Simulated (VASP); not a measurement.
# CdSe (F-43m) in VASP: a series of runs, part 2 of 2

VASP 6.6.1. The steps go on from the part before.

## Step 3: Single point, r2SCAN

This run uses another cell than the first one, of 25.07 Å³/atom.

Contents of POSCAR:

```
CdSe
1.0
    2.9267176144      2.9267176144      0.0000000000
   -2.9267176144      2.9267176144      0.0000000000
    0.0000000000      2.9267176144      2.9267176144
Cd Se
1 1
Direct
    0.0000000000      0.0000000000      0.0000000000
    0.7500000000      0.2500000000      0.5000000000
```

Contents of INCAR.step1:

```
SYSTEM = CdSe
ALGO = Normal ; EDIFF = 1E-4
ENCUT = 520 ; GGA = PE
ISMEAR = 0 ; LASPH = .True.
LCHARG = .False. ; LREAL = .False.
LWAVE = .True. ; NBANDS = 16
NELM = 80 ; PREC = Accurate
SIGMA = 0.01
```

Contents of INCAR.step2:

```
SYSTEM = CdSe
ALGO = Normal ; EDIFF = 1E-6
ENCUT = 520 ; ISIF = 2
ISMEAR = 0 ; ISTART = 1
LASPH = .True. ; LCHARG = .False.
LMIXTAU = .True. ; LREAL = .False.
LWAVE = .False. ; METAGGA = R2SCAN
NBANDS = 16 ; NELM = 80
PREC = Accurate ; SIGMA = 0.01
```

Contents of KPOINTS:

```
k-points
0
Gamma
  6 6 6
  0 0 0
```

Potentials or basis: VASP PAW PBE potentials, release 64 (Cd, Se).

On the command line:

```console
$ cat potpaw_PBE.64/Cd/POTCAR potpaw_PBE.64/Se/POTCAR > POTCAR
$ cp INCAR.step1 INCAR
$ mpirun -np 1 vasp_std > vasp.out
$ cp INCAR.step2 INCAR
$ mpirun -np 1 vasp_std > vasp.out
```

OUTCAR:

```text
SYSTEM = CdSe
   EDIFF = 1E-6
   ENCUT = 520
   ISIF = 2
   ISMEAR = 0
   ISTART = 1
   LASPH = .True.
   LREAL = .False.
   METAGGA = R2SCAN
   NELM = 80
   PREC = Accurate

 ion  position               nearest neighbor table
   1  0.000  0.000  0.000-   2 2.53   2 2.53   2 2.53   2 2.53
   2  0.750  0.250  0.500-   1 2.53   1 2.53   1 2.53   1 2.53

  LATTYP: Found a face centered cubic cell.
 ALAT       =     5.8534352288

  Lattice vectors:

 A1 = (   0.0000000000,   2.9267176144,   2.9267176144)
 A2 = (   2.9267176144,   0.0000000000,   2.9267176144)
 A3 = (   2.9267176144,   2.9267176144,   0.0000000000)

Analysis of symmetry for initial positions (statically):
=====================================================================
 Subroutine PRICEL returns:
 Original cell was already a primitive cell.

 Routine SETGRP: Setting up the symmetry group for a
 face centered cubic supercell.

 Subroutine GETGRP returns: Found 24 space group operations
 (whereof 24 operations were pure point group operations)
 out of a pool of 48 trial point group operations.

The static configuration has the point symmetry T_d .
[... 149 lines left out ...]

  energy without entropy =      -35.68986000  energy(sigma->0) =      -35.68986000

 E-fermi :   1.7252     XC(G=0):  -9.9951

 val. band max:        1.6488826846   @ k =   0.0000   0.0000   0.0000
 cond. band min:       2.9882576265   @ k =   0.0000   0.0000   0.0000
 fundamental gap:      1.3393749419
 Fermi energy:         1.7251738174

 k-point     1 :       0.0000    0.0000    0.0000
  band No.  band energies     occupation
      1     -12.1258      2.00000
      2      -6.9955      2.00000
      3      -6.9955      2.00000
      4      -6.9954      2.00000
      5      -6.4414      2.00000
      6      -6.4414      2.00000
[... 281 lines left out ...]
      3      -6.6855      2.00000
      4      -6.5395      2.00000
      5      -6.4043      2.00000
      6      -5.8044      2.00000
[... 8 lines left out ...]
     15      15.6744      0.00000
     16      15.8266      0.00000

------------------------ aborting loop because EDIFF is reached ----------------------------------------

  FORCE on cell =-STRESS in cart. coord.  units (eV):
  Direction    XX          YY          ZZ          XY          YZ          ZX
  --------------------------------------------------------------------------------------
  -------------------------------------------------------------------------------------
  Total        3.2682332      3.2682332      3.2682332      0.0000000      0.0000000      0.0000000
  in kB      104.4362233    104.4362233    104.4362233      0.0000000      0.0000000      0.0000000
  external PRESSURE =     104.4362233 kB  Pullay stress =       0.0000000 kB

 VOLUME and BASIS-vectors are now :
 -----------------------------------------------------------------------------
  energy-cutoff  :      520.00
  volume of cell :       50.14
      direct lattice vectors                 reciprocal lattice vectors
     2.926717614  2.926717614  0.000000000     0.170839851  0.170839851 -0.170839851
    -2.926717614  2.926717614  0.000000000    -0.170839851  0.170839851 -0.170839851
     0.000000000  2.926717614  2.926717614     0.000000000  0.000000000  0.341679701

 POSITION                                       TOTAL-FORCE (eV/Angst)
 -----------------------------------------------------------------------------------
      0.00000      0.00000      0.00000         0.000000     -0.000000      0.000000
      1.46336      4.39008      1.46336         0.000000      0.000000     -0.000000
 -----------------------------------------------------------------------------------
    total drift:                                0.000001     -0.000000      0.000000

  FREE ENERGIE OF THE ION-ELECTRON SYSTEM (eV)
  ---------------------------------------------------
  free  energy   TOTEN  =       -35.6898599963 eV

  energy  without entropy=      -35.6898599963  energy(sigma->0) =      -35.68986000
```

OUTCAR.step1:

```text
SYSTEM = CdSe
   EDIFF = 1E-4
   ENCUT = 520
   GGA = PE
   ISMEAR = 0
   LASPH = .True.
   LREAL = .False.
[... 513 lines left out ...]
      0.00000      0.00000      0.00000         0.000000     -0.000000      0.000000
      1.46336      4.39008      1.46336        -0.000000      0.000000     -0.000000
 -----------------------------------------------------------------------------------
    total drift:                                0.000000      0.000000     -0.000000

  FREE ENERGIE OF THE ION-ELECTRON SYSTEM (eV)
  ---------------------------------------------------
  free  energy   TOTEN  =        -5.1908132906 eV

  energy  without entropy=       -5.1908132906  energy(sigma->0) =       -5.19081329
```

OSZICAR.step1:

```text
N       E                     dE             d eps       ncg     rms          rms(c)
DAV:   1     0.108581120134E+03    0.10858E+03   -0.89538E+03   536   0.102E+03
DAV:   2    -0.197469162518E+01   -0.11056E+03   -0.10340E+03   632   0.253E+02
DAV:   3    -0.554878227742E+01   -0.35741E+01   -0.35702E+01   600   0.481E+01
DAV:   4    -0.556147546023E+01   -0.12693E-01   -0.12693E-01   672   0.287E+00
DAV:   5    -0.556155077564E+01   -0.75315E-04   -0.75315E-04   608   0.192E-01    0.811E+00
DAV:   6    -0.521584931283E+01    0.34570E+00   -0.50319E-01   728   0.960E+00    0.611E+00
DAV:   7    -0.518997876536E+01    0.25871E-01   -0.17597E-01   600   0.288E+00    0.236E+00
DAV:   8    -0.519068627899E+01   -0.70751E-03   -0.18617E-02   584   0.176E+00    0.285E-01
DAV:   9    -0.519074730813E+01   -0.61029E-04   -0.17791E-03   600   0.591E-01    0.642E-02
DAV:  10    -0.519081329065E+01   -0.65983E-04   -0.16574E-04   536   0.174E-01
   1 F= -.51908133E+01 E0= -.51908133E+01  d E =-.206698E-61
```

It took 84 s on 1 thread of Intel Xeon 8259CL, shared host; peak memory 0.19 GiB.

Results:

```yaml
Free_energy: -35.6899 eV
Pressure: 10.4 GPa
Band_gap_on_the_k_mesh: 1.34 eV
```

Caveat: the cell stands under pressure; the PAW data sets were made with another functional, which shifts forces and pressure a little.

## Step 4: Single point, r2SCAN

This run uses another cell than the first one, of 25.07 Å³/atom.

POSCAR is that of step 3.

Contents of INCAR.step1:

```
PREC = Accurate
ENCUT = 520
ISMEAR = 0
SIGMA = 0.01
LREAL = F
LASPH = T
NELM = 80
NBANDS = 16
GGA = PE
ALGO = Normal
EDIFF = 1E-4
LWAVE = T
LCHARG = F
```

Contents of INCAR.step2:

```
PREC = Accurate
ENCUT = 520
EDIFF = 1E-7
ISMEAR = 0
SIGMA = 0.01
LREAL = F
LASPH = T
NELM = 80
ALGO = Normal
ISIF = 2
LWAVE = F
LCHARG = F
METAGGA = R2SCAN
LMIXTAU = T
NBANDS = 16
ISTART = 1
```

Contents of KPOINTS:

```
Automatic mesh
0
Gamma
  6 6 6
```

On the command line:

```console
$ cat potpaw_PBE.64/Cd/POTCAR potpaw_PBE.64/Se/POTCAR > POTCAR
$ cp INCAR.step1 INCAR
$ mpirun -np 1 vasp_std > vasp.out
$ cp INCAR.step2 INCAR
$ mpirun -np 1 vasp_std > vasp.out
```

Run time: 83 s. Hardware: 1 thread of Intel Xeon 8259CL, shared host; peak memory 0.19 GiB.

Results (log left out):

```
Free energy            : -35.6899 eV
Pressure               : 10.4 GPa
Band gap on the k mesh : 1.34 eV
```

Levels at points of the mesh, in eV from the valence-band top:
```csv
k point,band 7,band 8,band 9,band 10,band 11,band 12
"(0.00, 0.00, 0.00)",0.00,0.00,0.00,1.34,6.44,6.44
"(0.50, 0.00, 0.00)",-5.20,-0.95,-0.95,3.01,6.92,6.92
"(0.50, 0.50, 0.00)",-4.67,-2.33,-2.33,3.22,4.21,10.36
```

Caveat: the cell stands under pressure; the PAW data sets were made with another functional, which shifts forces and pressure a little.

## Step 5: Single point, r2SCAN

This run uses another cell than the first one, of 25.94 Å³/atom.

Contents of POSCAR:

```
CdSe
1.0
    2.9600480338      2.9600480338      0.0000000000
   -2.9600480338      2.9600480338      0.0000000000
    0.0000000000      2.9600480338      2.9600480338
Cd Se
1 1
Direct
    0.0000000000      0.0000000000      0.0000000000
    0.7500000000      0.2500000000      0.5000000000
```

Contents of INCAR.step1:

```
PREC = Accurate ; ENCUT = 520
ISMEAR = 0 ; SIGMA = 0.01
LREAL = F ; LASPH = T
NELM = 80 ; NBANDS = 16
GGA = PE ; ALGO = Normal
EDIFF = 1E-4 ; LWAVE = T
LCHARG = F
```

Contents of INCAR.step2:

```
PREC = Accurate ; ENCUT = 520
EDIFF = 1E-6 ; ISMEAR = 0
SIGMA = 0.01 ; LREAL = F
LASPH = T ; NELM = 80
ALGO = Normal ; ISIF = 2
LWAVE = F ; LCHARG = F
METAGGA = R2SCAN ; LMIXTAU = T
NBANDS = 16 ; ISTART = 1
```

KPOINTS is that of step 4.

On the command line:

```console
$ cat potpaw_PBE.64/Cd/POTCAR potpaw_PBE.64/Se/POTCAR > POTCAR
$ cp INCAR.step1 INCAR
$ mpirun -np 1 vasp_std > vasp.out
$ cp INCAR.step2 INCAR
$ mpirun -np 1 vasp_std > vasp.out
```

Run time: 77 s. Hardware: 1 thread of Intel Xeon 8259CL, shared host; peak memory 0.19 GiB.

Results (log left out):

* Free energy: -35.7859 eV
* Pressure: 7.4 GPa
* Band gap on the k mesh: 1.27 eV

Levels at points of the mesh, in eV from the valence-band top:
```csv
k point,band 7,band 8,band 9,band 10,band 11,band 12
"(0.00, 0.00, 0.00)",0.00,0.00,0.00,1.27,6.46,6.46
"(0.50, 0.00, 0.00)",-4.96,-0.89,-0.89,2.97,6.93,6.93
"(0.50, 0.50, 0.00)",-4.49,-2.19,-2.19,3.30,4.21,10.16
```

Caveat: the cell stands under pressure; the PAW data sets were made with another functional, which shifts forces and pressure a little.

## Step 6: Single point, r2SCAN

This run uses another cell than the first one, of 25.94 Å³/atom.

POSCAR is that of step 5.

Contents of INCAR.step1:

```
SYSTEM = CdSe
ALGO = Normal ; EDIFF = 1E-4
ENCUT = 520 ; GGA = PE
ISMEAR = 0 ; LASPH = .True.
LCHARG = .False. ; LREAL = .False.
LWAVE = .True. ; NBANDS = 16
NELM = 100 ; PREC = Accurate
SIGMA = 0.01
```

Contents of INCAR.step2:

```
SYSTEM = CdSe
ALGO = Normal ; EDIFF = 1E-6
ENCUT = 520 ; ISIF = 2
ISMEAR = 0 ; ISTART = 1
LASPH = .True. ; LCHARG = .False.
LMIXTAU = .True. ; LREAL = .False.
LWAVE = .False. ; METAGGA = R2SCAN
NBANDS = 16 ; NELM = 100
PREC = Accurate ; SIGMA = 0.01
```

Contents of KPOINTS:

```
k-points
0
Gamma
  6 6 6
  0 0 0
```

Potentials or basis: VASP PAW PBE potentials, release 64 (Cd, Se).

On the command line:

```console
$ cat potpaw_PBE.64/Cd/POTCAR potpaw_PBE.64/Se/POTCAR > POTCAR
$ cp INCAR.step1 INCAR
$ mpirun -np 1 vasp_std > vasp.out
$ cp INCAR.step2 INCAR
$ mpirun -np 1 vasp_std > vasp.out
```

Wall time 77 s (1 thread of Intel Xeon 8259CL, shared host); peak memory 0.19 GiB.

It converged, with:

- Free energy: -35.7859 eV
- Pressure: 7.4 GPa
- Band gap on the k mesh: 1.27 eV

Levels at points of the mesh, in eV from the valence-band top:
```
           k point  band 6  band 7  band 8  band 9  band 10  band 11  band 12  band 13
(0.00, 0.00, 0.00)   -7.98    0.00    0.00    0.00     1.27     6.46     6.46     6.46
(0.50, 0.00, 0.00)   -7.61   -4.96   -0.89   -0.89     2.97     6.93     6.93     8.04
(0.50, 0.50, 0.00)   -7.53   -4.49   -2.19   -2.19     3.30     4.21    10.16    11.47
```

Caveat: the cell stands under pressure; the PAW data sets were made with another functional, which shifts forces and pressure a little.

## Step 7: Summary

```tsv
cell	gap on the mesh (eV)	pressure (GPa)
a = 4.073 Å, angles 60.0, 60.0, 90.0°, 2 atoms	1.44	15.6
a = 4.139 Å, angles 60.0, 60.0, 90.0°, 2 atoms	1.34	10.4
a = 4.186 Å, angles 60.0, 60.0, 90.0°, 2 atoms	1.27	7.4
```

Alike in all rows: task single point; level r2SCAN; potentials or basis VASP PAW PBE potentials, release 64 (Cd, Se); no spin polarisation; k mesh 6 × 6 × 6; cutoff (eV) 520; smearing gaussian 0.01 eV.

Caveats: the cell stands under pressure; the PAW data sets were made with another functional, which shifts forces and pressure a little.

Total energies depend on the potentials used, so only differences within one code and one set of settings carry meaning.
